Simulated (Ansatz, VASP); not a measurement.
## AlCo: VASP beside Ansatz

The input INCAR:

```
SYSTEM = AlCo
PREC = Accurate ; ENCUT = 520
EDIFF = 1E-6 ; ISMEAR = 0
SIGMA = 0.15 ; LREAL = .FALSE.
LASPH = .TRUE. ; NELM = 100
ALGO = Normal ; ISIF = 2
LWAVE = .FALSE. ; LCHARG = .FALSE.
GGA = PS ; NBANDS = 13
```

KPOINTS

```
regular mesh
0
G
  16 16 16
  0 0 0
```

The input POSCAR:

```
AlCo
1.0
    3.0449554668      0.0000000000      0.0000000000
    0.0000000000      3.0449554668      0.0000000000
    0.0000000000      0.0000000000      2.7066270816
Al Co
1 1
Direct
    0.0000000000      0.0000000000      0.0000000000
    0.5000000000      0.5000000000      0.5000000000
```

Input for Ansatz:

```yaml
crystal:
  lattice:
    - [3.0449554668, 0.0, 0.0]
    - [0.0, 3.0449554668, 0.0]
    - [0.0, 0.0, 2.7066270816]
  atoms:
    - { symbol: Al, position: [0.0, 0.0, 0.0] }
    - { symbol: Co, position: [0.5, 0.5, 0.5] }
basis:
  ecutwfc: 420
kpoints:
  mp_grid: { grid: [16, 16, 16] }
hamiltonian:
  xc: pbesol
scf:
  occupations: { method: gaussian, width: 0.15 }
output:
  forces: true
  stress: true
  eigenvalues: true
```

Change from the starting cell: strain +0.080 along x and y, -0.040 along z, atoms carried along.

Alike in both runs: task single point; functional PBEsol; k mesh 16 × 16 × 16; occupations gaussian, width 0.15 eV; no spin polarisation.

```csv
,VASP,Ansatz
version,VASP 6.6.1,Ansatz 0.2.0
potentials or method,"VASP PAW PBE potentials, release 64 (Al, Co), cutoff 520 eV","scalar-relativistic, plane waves, PAW"
valence electrons in the cell,12,20
```

```csv
,VASP,Ansatz,Ansatz less VASP
gap on the k mesh at the Fermi level (eV),none,none,-
pressure (GPa),-15.0,-15.1,-0.15
"traceless stress, the component that is largest in VASP (GPa)",13.46,13.45,-0.010
```

VASP's potentials were made for PBE, not for PBEsol. A gap of «none» marks a metal or a gap that the smearing closes. With one functional, cell and mesh, what is left measures potentials, basis and numerics. VASP's potentials hold 12 valence electrons a cell and Ansatz's 20, so a difference there can come from the potentials and not from the codes.
